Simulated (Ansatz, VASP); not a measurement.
## Ag: VASP beside Ansatz

File INCAR:

```
SYSTEM = Ag
  ALGO = Fast
  EDIFF = 1E-7
  ENCUT = 520
  GGA = PS
  ISIF = 2
  ISMEAR = 0
  LASPH = .TRUE.
  LCHARG = .TRUE.
  LELF = .TRUE.
  LREAL = .FALSE.
  LVHAR = .TRUE.
  LWAVE = .FALSE.
  NBANDS = 12
  NELM = 60
  PREC = Accurate
  SIGMA = 0.15
```

File KPOINTS:

```
k-points
0
G
  20 20 20
  0 0 0
```

POSCAR

```
Ag
1.0
   -1.6390974600      1.6556540000      1.6556540000
    1.6390974600     -1.6556540000      1.6556540000
    1.6390974600      1.6556540000     -1.6556540000
Ag
1
Direct
    0.0000000000      0.0000000000      0.0000000000
```

Input for Ansatz:

```yaml
crystal:
  lattice:
    - [-1.63909746, 1.655654, 1.655654]
    - [1.63909746, -1.655654, 1.655654]
    - [1.63909746, 1.655654, -1.655654]
  atoms:
    - { symbol: Ag, position: [0.0, 0.0, 0.0] }
basis:
  ecutwfc: 420
kpoints:
  mp_grid: { grid: [20, 20, 20] }
hamiltonian:
  xc: pbesol
scf:
  occupations: { method: gaussian, width: 0.15 }
output:
  forces: true
  stress: true
  eigenvalues: true
```

Change from the starting cell: strain -0.0100 x Voigt [1, 0, 0, 0, 0, 0], atoms carried along.

Alike in both runs: task single point; functional PBEsol; k mesh 20 × 20 × 20; occupations gaussian, width 0.15 eV; no spin polarisation.

```csv
,VASP,Ansatz
version,VASP 6.6.1,Ansatz 0.2.0
potentials or method,"VASP PAW PBE potentials, release 64 (Ag), cutoff 520 eV","scalar-relativistic, plane waves, PAW"
valence electrons in the cell,11,19
```

Ansatz gave:

```
gap on the k mesh at the Fermi level (eV)                     : none
pressure (GPa)                                                : -6.5
traceless stress, the component that is largest in VASP (GPa) : -0.18
```

Question: Estimate VASP's values.

Answer: gap on the k mesh at the Fermi level (eV): none; pressure (GPa): -6.6; traceless stress, the component that is largest in VASP (GPa): -0.18.

VASP's potentials were made for PBE, not for PBEsol. A gap of «none» marks a metal or a gap that the smearing closes. VASP's potentials hold 11 valence electrons a cell and Ansatz's 19, so a difference there can come from the potentials and not from the codes.
